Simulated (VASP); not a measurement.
# SiO2 (P4_12_12) in VASP: further runs

Aim: see how the results for SiO2 move with the level of theory and the settings. Levels: PBE, PBEsol, RPBE. Tasks: single point, relaxation of cell and atoms.

Everything below comes from runs of VASP 6.6.1. Logs are shortened: lines on timing, memory, paths and dates and some standing lists are left out, and cuts for length are marked.

### Step 1. The cell of the first run

Symmetry: P4_12_12, No. 92, tetragonal system. The conventional cell has a = 4.982 Å, b = 4.982 Å, c = 6.963 Å, α = 90.00°, β = 90.00°, γ = 90.00°. Within 2.1 Å of Si (site symmetry 2) lie 4 O at 1.60 to 1.61 Å. Within 2.1 Å of O (site symmetry 1) lie 2 Si at 1.60 to 1.61 Å.

### Step 2. Single point, PBE

INCAR reads:

```
SYSTEM = SiO2
ALGO     = Normal         ! electronic algorithm
EDIFF    = 1E-6           ! SCF threshold, eV
ENCUT    = 600            ! plane-wave cutoff, eV
GGA      = PE             ! functional
GGA_COMPAT= .FALSE.      
ISIF     = 2              ! what is computed and relaxed
ISMEAR   = -1             ! smearing method
LASPH    = .TRUE.         ! aspherical terms in the spheres
LCHARG   = .TRUE.         ! write CHGCAR
LELF     = .TRUE.         ! ELF
LREAL    = .FALSE.        ! projectors in reciprocal space
LVHAR    = .TRUE.       
LWAVE    = .FALSE.        ! write WAVECAR
NBANDS   = 44             ! bands
NELM     = 120            ! most SCF steps
PREC     = Accurate       ! precision mode
SIGMA    = 0.05           ! smearing width, eV
```

KPOINTS reads:

```
k-points
0
G
  10 10 7
  0 0 0
```

POSCAR reads:

```
SiO2
1.0
    4.9820000000      0.0000000000      0.0000000000
    0.0000000000      4.9820000000      0.0000000000
    0.0000000000      0.0000000000      6.9630000000
Si O
4 8
Direct
    0.7989700000      0.2010300000      0.7500000000
    0.7010300000      0.7010300000      0.5000000000
    0.2010300000      0.7989700000      0.2500000000
    0.2989700000      0.2989700000      0.0000000000
    0.1034700000      0.2398900000      0.8218700000
    0.2601100000      0.6034700000      0.0718700000
    0.8965300000      0.7601100000      0.3218700000
    0.7398900000      0.3965300000      0.5718700000
    0.6034700000      0.2601100000      0.9281300000
    0.7601100000      0.8965300000      0.6781300000
    0.3965300000      0.7398900000      0.4281300000
    0.2398900000      0.1034700000      0.1781300000
```

Potentials or basis: VASP PAW PBE potentials, release 64 (Si, O).

Run with:

```
$ cat potpaw_PBE.64/Si/POTCAR potpaw_PBE.64/O/POTCAR > POTCAR
$ mpirun -np 1 vasp_std > vasp.out
```

OUTCAR:

```text
SYSTEM = SiO2
   EDIFF = 1E-6
   ENCUT = 600
   GGA = PE
   ISIF = 2
   ISMEAR = -1
   LASPH = .TRUE.
   LREAL = .FALSE.
   NELM = 120
   PREC = Accurate

 ion  position               nearest neighbor table
   1  0.799  0.201  0.750-   8 1.60   9 1.60   5 1.61  10 1.61   2 3.08   4 3.08   2 3.08   4 3.08

   2  0.701  0.701  0.500-   7 1.60  10 1.60   8 1.61  11 1.61   1 3.08   3 3.08   1 3.08   3 3.08

   3  0.201  0.799  0.250-   6 1.60  11 1.60   7 1.61  12 1.61   2 3.08   4 3.08   4 3.08   2 3.08

   4  0.299  0.299  0.000-   5 1.60  12 1.60   9 1.61   6 1.61   1 3.08   3 3.08   3 3.08   1 3.08

   5  0.103  0.240  0.822-   4 1.60   1 1.61
   6  0.260  0.603  0.072-   3 1.60   4 1.61
   7  0.897  0.760  0.322-   2 1.60   3 1.61
   8  0.740  0.397  0.572-   1 1.60   2 1.61
   9  0.603  0.260  0.928-   1 1.60   4 1.61
  10  0.760  0.897  0.678-   2 1.60   1 1.61
  11  0.397  0.740  0.428-   3 1.60   2 1.61
  12  0.240  0.103  0.178-   4 1.60   3 1.61

  LATTYP: Found a simple tetragonal cell.
 ALAT       =     4.9820000000
 C/A-ratio  =     1.3976314733

  Lattice vectors:

 A1 = (   4.9820000000,   0.0000000000,   0.0000000000)
 A2 = (   0.0000000000,   4.9820000000,   0.0000000000)
 A3 = (   0.0000000000,   0.0000000000,   6.9630000000)

Analysis of symmetry for initial positions (statically):
=====================================================================
 Subroutine PRICEL returns:
 Original cell was already a primitive cell.

 Routine SETGRP: Setting up the symmetry group for a
 simple tetragonal supercell.

 Subroutine GETGRP returns: Found  8 space group operations
 (whereof  2 operations were pure point group operations)
 out of a pool of 16 trial point group operations.

The static configuration has the point symmetry C_2 .
 The point group associated with its full space group is D_4 .

Analysis of symmetry for dynamics (positions and initial velocities):
=====================================================================
 Subroutine PRICEL returns:
 Original cell was already a primitive cell.

 Routine SETGRP: Setting up the symmetry group for a
 simple tetragonal supercell.

 Subroutine GETGRP returns: Found  8 space group operations
 (whereof  2 operations were pure point group operations)
 out of a pool of 16 trial point group operations.

The dynamic configuration has the point symmetry C_2 .
[... 124 lines left out ...]
   IBRION =     -1    ionic relax: 0-MD 1-quasi-New 2-CG
   NFREE  =      0    steps in history (QN), initial steepest desc. (CG)
   ISIF   =      2    stress and relaxation
   ISYM   =      2    0-nonsym 1-usesym 2-fastsym
   POTIM  = 0.5000    time-step for ionic-motion
   TEBEG  =    0.0;   TEEND  =   0.0 temperature during run
   PSTRESS=    0.0 pullay stress
   NELECT =      64.0000    total number of electrons
   NUPDOWN=      -1.0000    fix difference up-down
   EMIN   =  10.00;   EMAX   =-10.00  energy-range for DOS
   EFERMI =   0.00;   METHOD = LEGACY
   ISMEAR =    -1;   SIGMA  =   0.05  broadening in eV -4-tet -1-fermi 0-gaus
   EFERMI_NEDOS =   21; number of points for ismear=-14 and -15
   IALGO  =     38    algorithm
   IMIX   =      4    mixing-type and parameters
     AMIX     =   0.40;   BMIX     =  1.00
     AMIX_MAG =   1.60;   BMIX_MAG =  1.00
  volume/ion in A,a.u.               =      14.40        97.19
  Fermi-wavevector in a.u.,A,eV,Ry     =   1.175620  2.221599 18.804365  1.382082
  Thomas-Fermi vector in A             =   2.311997
   LORBIT       =      0    0 simple, 1 ext, 2 COOP (PROOUT), +10 PAW based schemes
   GGA     = PE    functional components
   LHFCALC =     F    Hartree Fock is set to
   AEXX    =    0.0000 exact exchange contribution
   IVDW    =     0    specifies the selected vdW correction
   LEPSILON=     F    determine dielectric tensor
   LRPA    =     F    only Hartree local field effects (RPA)
 non-spin polarized calculation
  energy-cutoff  :      600.00
  volume of cell :      172.82
 maximum number of plane-waves:      5800
 NGX is ok and might be reduce to    40
   NGX = 19   NGY = 19   NGZ = 27

 number of electron      63.9999987 magnetization

 Free energy of the ion-electron system (eV)
  ---------------------------------------------------
  ext. energy  EPLUGINS =         0.00000000
  ---------------------------------------------------
  free energy    TOTEN  =       -94.83492676 eV

  energy without entropy =      -94.83492676  energy(sigma->0) =      -94.83492676

 E-fermi :   1.2035     XC(G=0):  -8.3757

 val. band max:        0.0840190938   @ k =   0.0000   0.0000   0.0000
 cond. band min:       5.8480218049   @ k =   0.0000   0.0000   0.0000
 fundamental gap:      5.7640027111
 Fermi energy:         1.2034753013

 k-point     1 :       0.0000    0.0000    0.0000
  band No.  band energies     occupation
      1     -19.4199      2.00000
      2     -18.5147      2.00000
      3     -18.5147      2.00000
      4     -17.3407      2.00000
      5     -17.2887      2.00000
      6     -17.2857      2.00000
[... 1117 lines left out ...]
     43      11.5534      0.00000
     44      11.8570      0.00000

 [... further k-points ...]
[... 5 lines left out ...]
  --------------------------------------------------------------------------------------
  -------------------------------------------------------------------------------------
  Total        6.4509357      6.4509357      7.1131995      0.0000000      0.0000000      0.0000000
  in kB       59.8038923     59.8038923     65.9434603      0.0000000      0.0000000      0.0000000
  external PRESSURE =      61.8504150 kB  Pullay stress =       0.0000000 kB

 VOLUME and BASIS-vectors are now :
 -----------------------------------------------------------------------------
  energy-cutoff  :      600.00
  volume of cell :      172.82
      direct lattice vectors                 reciprocal lattice vectors
     4.982000000  0.000000000  0.000000000     0.200722601  0.000000000  0.000000000
     0.000000000  4.982000000  0.000000000     0.000000000  0.200722601  0.000000000
     0.000000000  0.000000000  6.963000000     0.000000000  0.000000000  0.143616257

 POSITION                                       TOTAL-FORCE (eV/Angst)
 -----------------------------------------------------------------------------------
      3.98047      1.00153      5.22225         0.119252     -0.119252      0.000000
      3.49253      3.49253      3.48150        -0.119252     -0.119252      0.000000
      1.00153      3.98047      1.74075        -0.119252      0.119252      0.000000
      1.48947      1.48947      0.00000         0.119252      0.119252      0.000000
      0.51549      1.19513      5.72268         0.089157     -0.078558     -0.384353
      1.29587      3.00649      0.50043         0.078558      0.089157     -0.384353
      4.46651      3.78687      2.24118        -0.089157      0.078558     -0.384353
      3.68613      1.97551      3.98193        -0.078558     -0.089157     -0.384353
      3.00649      1.29587      6.46257         0.089157      0.078558      0.384353
      3.78687      4.46651      4.72182         0.078558     -0.089157      0.384353
      1.97551      3.68613      2.98107        -0.089157     -0.078558      0.384353
      1.19513      0.51549      1.24032        -0.078558      0.089157      0.384353
 -----------------------------------------------------------------------------------
    total drift:                                0.000000     -0.000000     -0.000000

  FREE ENERGIE OF THE ION-ELECTRON SYSTEM (eV)
  ---------------------------------------------------
  free  energy   TOTEN  =       -94.8349267626 eV

  energy  without entropy=      -94.8349267625  energy(sigma->0) =      -94.83492676
```

OSZICAR:

```text
N       E                     dE             d eps       ncg     rms          rms(c)
DAV:   1     0.443020679162E+03    0.44302E+03   -0.35470E+04  7400   0.148E+03
DAV:   2    -0.737755480260E+02   -0.51680E+03   -0.49925E+03  9456   0.328E+02
DAV:   3    -0.107536947632E+03   -0.33761E+02   -0.33603E+02  9096   0.888E+01
DAV:   4    -0.107987531634E+03   -0.45058E+00   -0.44972E+00  9264   0.112E+01
DAV:   5    -0.107995441960E+03   -0.79103E-02   -0.79051E-02  9036   0.146E+00    0.300E+01
DAV:   6    -0.948473773080E+02    0.13148E+02   -0.49855E+01  8596   0.327E+01    0.142E+01
DAV:   7    -0.948368519833E+02    0.10525E-01   -0.14874E+00  8844   0.510E+00    0.515E+00
DAV:   8    -0.948213096786E+02    0.15542E-01   -0.80312E-02  8988   0.174E+00    0.199E+00
DAV:   9    -0.948322761816E+02   -0.10967E-01   -0.43251E-02  8444   0.122E+00    0.364E-01
DAV:  10    -0.948349238040E+02   -0.26476E-02   -0.42729E-03  8100   0.320E-01    0.112E-01
DAV:  11    -0.948349068347E+02    0.16969E-04   -0.99150E-04  9020   0.166E-01    0.154E-02
DAV:  12    -0.948349211722E+02   -0.14338E-04   -0.28399E-05  8560   0.274E-02    0.156E-02
DAV:  13    -0.948349259385E+02   -0.47663E-05   -0.68664E-06  7488   0.141E-02    0.501E-03
DAV:  14    -0.948349267626E+02   -0.82401E-06   -0.95528E-07  6332   0.576E-03
   1 F= -.94834927E+02 E0= -.94834927E+02  d E =-.152335E-10
```

Wall time 12 min (1 thread of Intel Xeon Platinum 8488C (Sapphire Rapids), shared host); peak memory 0.65 GiB.

Results:

| Item | Value |
| --- | --- |
| Free energy | -94.8349 eV |
| Pressure | 6.2 GPa |
| Largest force | 0.402 eV/Å |
| Band gap on the k mesh | 5.76 eV |

Forces in eV/Å, atoms in the order of the input:
```
Si   0.119 -0.119  0.000
Si  -0.119 -0.119  0.000
Si  -0.119  0.119  0.000
Si   0.119  0.119  0.000
O    0.089 -0.079 -0.384
O    0.079  0.089 -0.384
O   -0.089  0.079 -0.384
O   -0.079 -0.089 -0.384
O    0.089  0.079  0.384
O    0.079 -0.089  0.384
O   -0.089 -0.079  0.384
O   -0.079  0.089  0.384
```

Caveat: the cell stands under pressure; an odd mesh through Γ misses points on the zone boundary, where band edges can lie.

### Step 3. Single point, PBEsol

This run uses another cell than the first one, of 14.75 Å³/atom.

INCAR reads:

```
PREC     = Accurate       # precision mode
ENCUT    = 600            # plane-wave cutoff, eV
EDIFF    = 1E-6           # SCF threshold, eV
ISMEAR   = -1             # smearing method
SIGMA    = 0.05           # smearing width, eV
LREAL    = F              # projectors in reciprocal space
LASPH    = T              # aspherical terms in the spheres
NELM     = 120            # most SCF steps
ALGO     = Normal         # electronic algorithm
ISIF     = 2              # what is computed and relaxed
LWAVE    = F              # write WAVECAR
LCHARG   = F              # write CHGCAR
GGA      = PS             # functional
NBANDS   = 44             # bands
GGA_COMPAT= F
```

KPOINTS reads:

```
Automatic mesh
0
Gamma
  5 5 3
```

POSCAR reads:

```
SiO2
1.0
    5.0268928023      0.0000000000      0.0000000000
    0.0000000000      5.0268928023      0.0000000000
    0.0000000000      0.0000000000      7.0053962848
Si O
4 8
Direct
    0.7981619097      0.2018380903      0.7500000000
    0.7018380903      0.7018380903      0.5000000000
    0.2018380903      0.7981619097      0.2500000000
    0.2981619097      0.2981619097      0.0000000000
    0.1020719038      0.2395686434      0.8215784853
    0.2604313566      0.6020719038      0.0715784853
    0.8979280962      0.7604313566      0.3215784853
    0.7395686434      0.3979280962      0.5715784853
    0.6020719038      0.2604313566      0.9284215147
    0.7604313566      0.8979280962      0.6784215147
    0.3979280962      0.7395686434      0.4284215147
    0.2395686434      0.1020719038      0.1784215147
```

Potentials or basis: VASP PAW PBE potentials, release 64 (Si, O).

Run with:

```
$ cat potpaw_PBE.64/Si/POTCAR potpaw_PBE.64/O/POTCAR > POTCAR
$ mpirun -np 1 vasp_std > vasp.out
```

Run time: 2.9 min. Hardware: 1 thread of Intel Xeon 8259CL, shared host; peak memory 0.31 GiB.

It converged, with:

- Free energy: -98.7225 eV
- Pressure: 0.3 GPa
- Largest force: 0.028 eV/Å
- Band gap on the k mesh: 5.58 eV

Forces on the atoms (eV/Å):
```
Si   0.020 -0.020  0.000
Si  -0.020 -0.020  0.000
Si  -0.020  0.020  0.000
Si   0.020  0.020  0.000
O    0.010 -0.002 -0.011
O    0.002  0.010 -0.011
O   -0.010  0.002 -0.011
O   -0.002 -0.010 -0.011
O    0.010  0.002  0.011
O    0.002 -0.010  0.011
O   -0.010 -0.002  0.011
O   -0.002  0.010  0.011
```

Levels at points of the mesh, in eV from the valence-band top:
| k point | band 28 | band 29 | band 30 | band 31 | band 32 | band 33 | band 34 | band 35 | band 36 | band 37 |
| --- | --- | --- | --- | --- | --- | --- | --- | --- | --- | --- |
| (0.00, 0.00, 0.00) | -1.21 | -0.68 | -0.28 | -0.28 | 0.00 | 5.58 | 8.66 | 8.66 | 8.99 | 8.99 |

Caveat: the PAW data sets were made with another functional, which shifts forces and pressure a little; an odd mesh through Γ misses points on the zone boundary, where band edges can lie.

(Part 1 of 2 ends here.)
